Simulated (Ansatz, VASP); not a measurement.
**Two plane-wave programs on CsRh2**

Contents of INCAR:

```
SYSTEM = CsRh2
PREC     = Accurate       ! precision mode
ENCUT    = 520            ! plane-wave cutoff, eV
EDIFF    = 1E-7           ! SCF threshold, eV
ISMEAR   = 0              ! smearing method
SIGMA    = 0.1            ! smearing width, eV
LREAL    = .FALSE.        ! projectors in reciprocal space
LASPH    = .TRUE.         ! aspherical terms in the spheres
NELM     = 80             ! most SCF steps
ALGO     = Fast           ! electronic algorithm
ISIF     = 2              ! what is computed and relaxed
LWAVE    = .FALSE.        ! write WAVECAR
LCHARG   = .FALSE.        ! write CHGCAR
GGA      = PE             ! functional
NBANDS   = 48             ! bands
```

KPOINTS

```
Automatic mesh
0
G
  4 4 4
  0 0 0
```

POSCAR

```
CsRh2
1.0
    4.4181464306      0.0000000000      0.0000000000
    0.0000000000      4.4181464306      0.0000000000
    0.0000000000      0.0000000000      6.7412149069
Cs Rh
2 4
Direct
    0.0000000000      0.5000000000      0.7000000000
    0.5000000000      0.0000000000      0.3000000000
    0.0000000000      0.0000000000      0.0000000000
    0.5000000000      0.5000000000      0.0000000000
    0.0000000000      0.5000000000      0.2700000000
    0.5000000000      0.0000000000      0.7300000000
```

Input for Ansatz:

```yaml
crystal:
  lattice:
    - [4.4181464306, 0.0, 0.0]
    - [0.0, 4.4181464306, 0.0]
    - [0.0, 0.0, 6.7412149069]
  atoms:
    - { symbol: Cs, position: [0.0, 0.5, 0.7] }
    - { symbol: Cs, position: [0.5, 0.0, 0.3] }
    - { symbol: Rh, position: [0.0, 0.0, 0.0] }
    - { symbol: Rh, position: [0.5, 0.5, 0.0] }
    - { symbol: Rh, position: [0.0, 0.5, 0.27] }
    - { symbol: Rh, position: [0.5, 0.0, 0.73] }
basis:
  ecutwfc: 420
kpoints:
  mp_grid: { grid: [4, 4, 4] }
hamiltonian:
  xc: pbe
scf:
  occupations: { method: gaussian, width: 0.1 }
  lower_state_search: "off"
output:
  forces: true
  stress: true
  eigenvalues: true
```

Alike in both runs: task single point; functional PBE; k mesh 4 × 4 × 4; occupations gaussian, width 0.1 eV; no spin polarisation.

|  | VASP | Ansatz |
| --- | --- | --- |
| version | VASP 6.6.1 | Ansatz 0.2.0 |
| potentials or method | VASP PAW PBE potentials, release 64 (Cs_sv, Rh_pv), cutoff 520 eV | scalar-relativistic, plane waves, PAW |
| valence electrons in the cell | 78 | 86 |

VASP gave:

```
gap on the k mesh at the Fermi level (eV)                     : none
pressure (GPa)                                                : 0.7
traceless stress, the component that is largest in VASP (GPa) : 0.41
rms of the force components (eV/Å)                            : 0.795
```

**Question.** Estimate Ansatz's values.

**Answer.** gap on the k mesh at the Fermi level (eV): none; pressure (GPa): -0.4; traceless stress, the component that is largest in VASP (GPa): 0.14; rms of the force components (eV/Å): 0.758.

Atom by atom the forces differ by 0.038 eV/Å (rms over components). A gap of «none» marks a metal or a gap that the smearing closes. VASP's potentials hold 78 valence electrons a cell and Ansatz's 86, so a difference there can come from the potentials and not from the codes.

Neither program's run includes spin-orbit coupling.
